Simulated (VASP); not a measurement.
# La3PbC (Pm-3m) in VASP: a series of runs

The runs below take La3PbC through single point, relaxation of cell and atoms, with LDA.

Everything below comes from runs of VASP 6.6.1. Logs are shortened: lines on timing, memory, paths and dates and some standing lists are left out, and cuts for length are marked.

## 1. The cell of the first run

The structure is cubic, space group Pm-3m (No. 221). Conventional cell: a = 5.120 Å, b = 5.120 Å, c = 5.120 Å, α = 90.00°, β = 90.00°, γ = 90.00°. Within 3.4 Å of La (site symmetry 4/mmm) lie 2 C at 2.56 Å. Within 4.8 Å of Pb (site symmetry m-3m) lie 12 La at 3.62 Å and 8 C at 4.43 Å. C (site symmetry m-3m) has 6 La at 2.56 Å within 3.4 Å.

## 2. Single point, LDA

The input, INCAR:

```
SYSTEM = La3PbC
PREC     = Accurate       ! precision mode
ENCUT    = 520            ! plane-wave cutoff, eV
EDIFF    = 1E-7           ! SCF threshold, eV
ISMEAR   = 1              ! smearing method
SIGMA    = 0.1            ! smearing width, eV
LREAL    = .FALSE.        ! projectors in reciprocal space
LASPH    = .TRUE.         ! aspherical terms in the spheres
NELM     = 60             ! most SCF steps
ALGO     = Normal         ! electronic algorithm
ISIF     = 2              ! what is computed and relaxed
LWAVE    = .FALSE.        ! write WAVECAR
LCHARG   = .FALSE.        ! write CHGCAR
NBANDS   = 34             ! bands
```

The input, KPOINTS:

```
Automatic mesh
0
G
  4 4 4
  0 0 0
```

The input, POSCAR:

```
La3PbC
1.0
    5.1195992435      0.0000000000      0.0000000000
    0.0000000000      5.1195992435      0.0000000000
    0.0000000000      0.0000000000      5.1195992435
La Pb C
3 1 1
Direct
    0.5000000000      0.0000000000      0.5000000000
    0.0000000000      0.5000000000      0.5000000000
    0.5000000000      0.5000000000      0.0000000000
    0.0000000000      0.0000000000      0.0000000000
    0.5000000000      0.5000000000      0.5000000000
```

Potentials or basis: VASP PAW LDA potentials, release 64 (La, Pb_d, C).

Launch:

```
cat potpaw_LDA.64/La/POTCAR potpaw_LDA.64/Pb_d/POTCAR potpaw_LDA.64/C/POTCAR > POTCAR
mpirun -np 1 vasp_std > vasp.out
```

OUTCAR:

```text
SYSTEM = La3PbC
   PREC = Accurate
   ENCUT = 520
   EDIFF = 1E-7
   ISMEAR = 1
   LREAL = .FALSE.
   LASPH = .TRUE.
   NELM = 60
   ISIF = 2

 ion  position               nearest neighbor table
   1  0.500  0.000  0.500-   5 2.56   5 2.56   4 3.62   2 3.62   3 3.62   4 3.62   2 3.62   3 3.62
                             3 3.62   3 3.62   2 3.62   4 3.62   4 3.62   2 3.62
   2  0.000  0.500  0.500-   5 2.56   5 2.56   4 3.62   1 3.62   3 3.62   4 3.62   1 3.62   4 3.62
                             4 3.62   1 3.62   3 3.62   3 3.62   3 3.62   1 3.62
   3  0.500  0.500  0.000-   5 2.56   5 2.56   4 3.62   1 3.62   1 3.62   2 3.62   2 3.62   1 3.62
                             4 3.62   1 3.62   2 3.62   4 3.62   2 3.62   4 3.62
   4  0.000  0.000  0.000-   1 3.62   2 3.62   3 3.62   1 3.62   2 3.62   2 3.62   3 3.62   2 3.62
                             1 3.62   3 3.62   1 3.62   3 3.62
   5  0.500  0.500  0.500-   1 2.56   2 2.56   3 2.56   3 2.56   1 2.56   2 2.56

  LATTYP: Found a simple cubic cell.
 ALAT       =     5.1195992435

  Lattice vectors:

 A1 = (   5.1195992435,   0.0000000000,   0.0000000000)
 A2 = (   0.0000000000,   5.1195992435,   0.0000000000)
 A3 = (   0.0000000000,   0.0000000000,   5.1195992435)

Analysis of symmetry for initial positions (statically):
=====================================================================
 Subroutine PRICEL returns:
 Original cell was already a primitive cell.

 Routine SETGRP: Setting up the symmetry group for a
 simple cubic supercell.

 Subroutine GETGRP returns: Found 48 space group operations
 (whereof 48 operations were pure point group operations)
 out of a pool of 48 trial point group operations.

The static configuration has the point symmetry O_h .

Analysis of symmetry for dynamics (positions and initial velocities):
=====================================================================
 Subroutine PRICEL returns:
 Original cell was already a primitive cell.

 Routine SETGRP: Setting up the symmetry group for a
 simple cubic supercell.

 Subroutine GETGRP returns: Found 48 space group operations
 (whereof 48 operations were pure point group operations)
 out of a pool of 48 trial point group operations.

The dynamic configuration has the point symmetry O_h .

 Subroutine INISYM returns: Found 48 space group operations
 (whereof 48 operations are pure point group operations),
 and found     1 'primitive' translations

----------------------------------------------------------------------------------------

                                     Primitive cell

  volume of cell :     134.1862

  direct lattice vectors                    reciprocal lattice vectors
     5.119599243  0.000000000  0.000000000     0.195327789  0.000000000  0.000000000
     0.000000000  5.119599243  0.000000000     0.000000000  0.195327789  0.000000000
     0.000000000  0.000000000  5.119599243     0.000000000  0.000000000  0.195327789

  length of vectors
     5.119599243  5.119599243  5.119599243     0.195327789  0.195327789  0.195327789

  position of ions in fractional coordinates (direct lattice)
     0.500000000  0.000000000  0.500000000
     0.000000000  0.500000000  0.500000000
     0.500000000  0.500000000  0.000000000
     0.000000000  0.000000000  0.000000000
     0.500000000  0.500000000  0.500000000

  ion indices of the primitive-cell ions
   primitive index   ion index
                 1           1
                 2           2
                 3           3
                 4           4
                 5           5

----------------------------------------------------------------------------------------

 KPOINTS: Automatic mesh

Automatic generation of k-mesh.
 Grid dimensions read from file:
 generate k-points for:    4    4    4

 Generating k-lattice:

  Cartesian coordinates                     Fractional coordinates (reciprocal lattice)
     0.048831947  0.000000000  0.000000000     0.250000000  0.000000000  0.000000000
     0.000000000  0.048831947  0.000000000     0.000000000  0.250000000  0.000000000
     0.000000000  0.000000000  0.048831947     0.000000000  0.000000000  0.250000000

  Length of vectors
     0.048831947  0.048831947  0.048831947

  Shift w.r.t. Gamma in fractional coordinates (k-lattice)
     0.000000000  0.000000000  0.000000000

 Subroutine IBZKPT returns following result:
 ===========================================

 Found     10 irreducible k-points:

 Following reciprocal coordinates:
            Coordinates               Weight
  0.000000  0.000000  0.000000      1.000000
  0.250000  0.000000  0.000000      6.000000
  0.500000  0.000000  0.000000      3.000000
  0.250000  0.250000  0.000000     12.000000
  0.500000  0.250000  0.000000     12.000000
  0.500000  0.500000  0.000000      3.000000
  0.250000  0.250000  0.250000      8.000000
  0.500000  0.250000  0.250000     12.000000
  0.500000  0.500000  0.250000      6.000000
  0.500000  0.500000  0.500000      1.000000
   k-points           NKPTS =     10   k-points in BZ     NKDIM =     10   number of bands    NBANDS=     34
   number of dos      NEDOS =    301   number of ions     NIONS =      5
   total plane-waves  NPLWV =  64000
   dimension x,y,z NGX =    40 NGY =   40 NGZ =   40
   dimension x,y,z NGXF=    80 NGYF=   80 NGZF=   80
   ions per type =               3   1   1
   NGX,Y,Z   is equivalent  to a cutoff of  12.99, 12.99, 12.99 a.u.
   NGXF,Y,Z  is equivalent  to a cutoff of  25.98, 25.98, 25.98 a.u.
 SYSTEM =  La3PbC
   PREC   = accura    normal or accurate (medium, high low for compatibility)
   ISTART =      0    job   : 0-new  1-cont  2-samecut
   ICHARG =      2    charge: 1-file 2-atom 10-const
   ISPIN  =      1    spin polarized calculation?
   LNONCOLLINEAR =      F non collinear calculations
   LSORBIT =      F    spin-orbit coupling
   LASPH  =      T    aspherical Exc in radial PAW
   ENCUT  =  520.0 eV  38.22 Ry    6.18 a.u.   9.52  9.52  9.52*2*pi/ulx,y,z
   NELM   =     60;   NELMIN=  2; NELMDL= -5     # of ELM steps
   EDIFF  = 0.1E-06   stopping-criterion for ELM
   LREAL  =      F    real-space projection
   EDIFFG = 0.1E-05   stopping-criterion for IOM
   NSW    =      0    number of steps for IOM
   IBRION =     -1    ionic relax: 0-MD 1-quasi-New 2-CG
   NFREE  =      0    steps in history (QN), initial steepest desc. (CG)
   ISIF   =      2    stress and relaxation
   ISYM   =      2    0-nonsym 1-usesym 2-fastsym
   POTIM  = 0.5000    time-step for ionic-motion
   TEBEG  =    0.0;   TEEND  =   0.0 temperature during run
   PSTRESS=    0.0 pullay stress
   NELECT =      51.0000    total number of electrons
   NUPDOWN=      -1.0000    fix difference up-down
   EMIN   =  10.00;   EMAX   =-10.00  energy-range for DOS
   EFERMI =   0.00;   METHOD = LEGACY
   ISMEAR =     1;   SIGMA  =   0.10  broadening in eV -4-tet -1-fermi 0-gaus
   EFERMI_NEDOS =   21; number of points for ismear=-14 and -15
   IALGO  =     38    algorithm
   IMIX   =      4    mixing-type and parameters
     AMIX     =   0.40;   BMIX     =  1.00
     AMIX_MAG =   1.60;   BMIX_MAG =  1.00
  volume/ion in A,a.u.               =      26.84       181.11
  Fermi-wavevector in a.u.,A,eV,Ry     =   1.185848  2.240927 19.132986  1.406235
  Thomas-Fermi vector in A             =   2.322033
   LORBIT       =      0    0 simple, 1 ext, 2 COOP (PROOUT), +10 PAW based schemes
   GGA     = CA    functional components
   LHFCALC =     F    Hartree Fock is set to
   AEXX    =    0.0000 exact exchange contribution
   IVDW    =     0    specifies the selected vdW correction
   LEPSILON=     F    determine dielectric tensor
   LRPA    =     F    only Hartree local field effects (RPA)
 non-spin polarized calculation
 Methfessel and Paxton  Order N= 1 SIGMA  =   0.10
  energy-cutoff  :      520.00
  volume of cell :      134.19
 maximum number of plane-waves:      3695
 NGX is ok and might be reduce to    40
   NGX = 19   NGY = 19   NGZ = 19

 number of electron      51.0000003 magnetization

 Free energy of the ion-electron system (eV)
  ---------------------------------------------------
  ext. energy  EPLUGINS =         0.00000000
  ---------------------------------------------------
  free energy    TOTEN  =       -33.22652235 eV

  energy without entropy =      -33.22360940  energy(sigma->0) =      -33.22555137

 E-fermi :   8.3365     XC(G=0): -10.4343

 val. band max:        8.3221838046   @ k =   0.0000   0.0000   0.0000
 cond. band min:       8.3566286640   @ k =   0.2500   0.2500   0.0000
 fundamental gap:      0.0344448594
 Fermi energy:         8.3365294338

 k-point     1 :       0.0000    0.0000    0.0000
  band No.  band energies     occupation
      1     -24.0641      2.00000
      2     -23.7471      2.00000
      3     -23.7471      2.00000
      4      -8.4741      2.00000
      5      -8.4741      2.00000
      6      -8.4741      2.00000
[... 26 lines left out ...]
     33      10.4981      0.00000
     34      10.4982      0.00000

 k-point     2 :       0.2500    0.0000    0.0000
  band No.  band energies     occupation
      1     -24.0244      2.00000
      2     -23.7880      2.00000
      3     -23.7464      2.00000
      4      -8.4097      2.00000
      5      -8.4097      2.00000
      6      -8.3565      2.00000
[... 26 lines left out ...]
     33      10.4606      0.00000
     34      10.4612      0.00000

 k-point     3 :       0.5000    0.0000    0.0000
  band No.  band energies     occupation
      1     -23.9600      2.00000
      2     -23.8537      2.00000
      3     -23.7457      2.00000
      4      -8.3467      2.00000
      5      -8.3467      2.00000
      6      -8.0240      2.00000
[... 26 lines left out ...]
     33      10.1128     -0.00000
     34      10.1802     -0.00000
[... 186 lines left out ...]
 k-point     9 :       0.5000    0.5000    0.2500
  band No.  band energies     occupation
      1     -23.8517      2.00000
      2     -23.8508      2.00000
      3     -23.8508      2.00000
      4      -9.0927      2.00000
      5      -8.3925      2.00000
      6      -8.2327      2.00000
[... 26 lines left out ...]
     33      10.3977      0.00000
     34      10.4172      0.00000

 k-point    10 :       0.5000    0.5000    0.5000
  band No.  band energies     occupation
      1     -23.8500      2.00000
      2     -23.8500      2.00000
      3     -23.8500      2.00000
      4      -9.3307      2.00000
      5      -8.3460      2.00000
      6      -8.3460      2.00000
[... 26 lines left out ...]
     33      10.1006     -0.00000
     34      10.1006     -0.00000

------------------------ aborting loop because EDIFF is reached ----------------------------------------

  FORCE on cell =-STRESS in cart. coord.  units (eV):
  Direction    XX          YY          ZZ          XY          YZ          ZX
  --------------------------------------------------------------------------------------
  -------------------------------------------------------------------------------------
  Total       -0.0053535     -0.0053535     -0.0053535      0.0000000      0.0000000     -0.0000000
  in kB       -0.0639211     -0.0639211     -0.0639211      0.0000000      0.0000000     -0.0000000
  external PRESSURE =      -0.0639211 kB  Pullay stress =       0.0000000 kB

 VOLUME and BASIS-vectors are now :
 -----------------------------------------------------------------------------
  energy-cutoff  :      520.00
  volume of cell :      134.19
      direct lattice vectors                 reciprocal lattice vectors
     5.119599243  0.000000000  0.000000000     0.195327789  0.000000000  0.000000000
     0.000000000  5.119599243  0.000000000     0.000000000  0.195327789  0.000000000
     0.000000000  0.000000000  5.119599243     0.000000000  0.000000000  0.195327789

 POSITION                                       TOTAL-FORCE (eV/Angst)
 -----------------------------------------------------------------------------------
      2.55980      0.00000      2.55980         0.000000      0.000000      0.000000
      0.00000      2.55980      2.55980         0.000000      0.000000      0.000000
      2.55980      2.55980      0.00000         0.000000      0.000000      0.000000
      0.00000      0.00000      0.00000         0.000000      0.000000      0.000000
      2.55980      2.55980      2.55980         0.000000      0.000000      0.000000
 -----------------------------------------------------------------------------------
    total drift:                                0.000000     -0.000000     -0.000000

  FREE ENERGIE OF THE ION-ELECTRON SYSTEM (eV)
  ---------------------------------------------------
  free  energy   TOTEN  =       -33.2265223541 eV

  energy  without entropy=      -33.2236093987  energy(sigma->0) =      -33.22555137
```

It took 37 s on 1 thread of Intel Xeon 6975P-C (Granite Rapids), shared host; peak memory 0.22 GiB.

What came out:

```
Free energy            : -33.2265 eV
Pressure               : 0.0 GPa
Band gap on the k mesh : zero (an odd number of electrons rules out a gap without spin polarisation)
```

Levels at points of the mesh, in eV from the Fermi level:
| k point | band 21 | band 22 | band 23 | band 24 | band 25 | band 26 | band 27 | band 28 | band 29 | band 30 |
| --- | --- | --- | --- | --- | --- | --- | --- | --- | --- | --- |
| (0.00, 0.00, 0.00) | -0.93 | -0.77 | -0.77 | -0.77 | -0.01 | -0.01 | -0.01 | 0.08 | 0.08 | 0.08 |
| (0.50, 0.00, 0.00) | -2.35 | -1.26 | -1.26 | -0.47 | -0.44 | -0.44 | 0.56 | 1.19 | 1.33 | 1.56 |
| (0.50, 0.50, 0.00) | -2.86 | -1.91 | -1.80 | -1.80 | -0.90 | 1.16 | 1.16 | 1.20 | 1.20 | 1.55 |
| (0.50, 0.50, 0.50) | -3.29 | -3.29 | -0.52 | -0.52 | -0.52 | 1.12 | 1.12 | 1.12 | 1.45 | 1.45 |

Caveat: spin-orbit coupling is left out, which moves the levels of the heavy elements.

## 3. Relaxation of cell and atoms, LDA

This run uses another cell than the first one, of 28.76 Å³/atom.

The input, INCAR:

```
ALGO = Normal
EDIFF = 1E-6
EDIFFG = -0.01
ENCUT = 600
GGA = CA
IBRION = 2
ISIF = 3
ISMEAR = 1
LASPH = T
LCHARG = F
LREAL = F
LWAVE = F
NELM = 100
NSW = 60
PREC = Accurate
SIGMA = 0.1
```

The input, KPOINTS:

```
k-points
0
Gamma
  4 4 4
```

Changes to POSCAR since step 2:

```diff
@@ -2,5 +2,5 @@
 1.0
-    5.1195992435      0.0000000000      0.0000000000
-    0.0000000000      5.1195992435      0.0000000000
-    0.0000000000      0.0000000000      5.1195992435
+    5.2391680000      0.0000000000      0.0000000000
+    0.0000000000      5.2391680000      0.0000000000
+    0.0000000000      0.0000000000      5.2391680000
 La Pb C
```

Potentials or basis: VASP PAW LDA potentials, release 64 (La, Pb_d, C).

Launch:

```
cat potpaw_LDA.64/La/POTCAR potpaw_LDA.64/Pb_d/POTCAR potpaw_LDA.64/C/POTCAR > POTCAR
mpirun -np 1 vasp_std > vasp.out
```

It took 91 s on 1 thread of Intel Xeon 6975P-C (Granite Rapids), shared host; peak memory 0.25 GiB.

Results (log left out):

* Free energy: -33.2292 eV
* Relaxed volume: 26.85 Å³/atom
* Relaxed cell: a = 5.120 Å, b = 5.120 Å, c = 5.120 Å, α = 90.00°, β = 90.00°, γ = 90.00°
* Space group after relaxing (to 0.1 Å): Pm-3m (No. 221)
* Energy gained by relaxing: 25.8 meV/atom
* Ionic steps: 3
* Pressure after relaxing: 0.0 GPa
* Band gap on the k mesh: zero (an odd number of electrons rules out a gap without spin polarisation)

The path:
| step | energy change (eV) | largest force (eV/Å) | pressure (GPa) | volume (Å³) |
| --- | --- | --- | --- | --- |
| 1 | 0.0000 | 0.0000 | -4.10 | 143.81 |
| 2 | -0.0847 | 0.0000 | 2.88 | 129.04 |
| 3 | -0.1289 | 0.0000 | -0.03 | 134.23 |

Final structure:
```xyz
5
Lattice="5.1202 0.0000 0.0000 0.0000 5.1202 0.0000 0.0000 0.0000 5.1202" Properties=species:S:1:pos:R:3 pbc="T T T"
La    2.5601    0.0000    2.5601
La    0.0000    2.5601    2.5601
La    2.5601    2.5601    0.0000
Pb    0.0000    0.0000    0.0000
C     2.5601    2.5601    2.5601
```

Levels at points of the mesh, in eV from the Fermi level:
| k point | band 23 | band 24 | band 25 | band 26 | band 27 | band 28 |
| --- | --- | --- | --- | --- | --- | --- |
| (0.00, 0.00, 0.00) | -0.77 | -0.77 | -0.01 | -0.01 | -0.01 | 0.08 |
| (0.50, 0.00, 0.00) | -1.26 | -0.47 | -0.44 | -0.44 | 0.56 | 1.19 |
| (0.50, 0.50, 0.00) | -1.80 | -1.80 | -0.90 | 1.16 | 1.16 | 1.20 |
| (0.50, 0.50, 0.50) | -0.52 | -0.52 | -0.52 | 1.12 | 1.12 | 1.12 |

Caveat: spin-orbit coupling is left out, which moves the levels of the heavy elements.
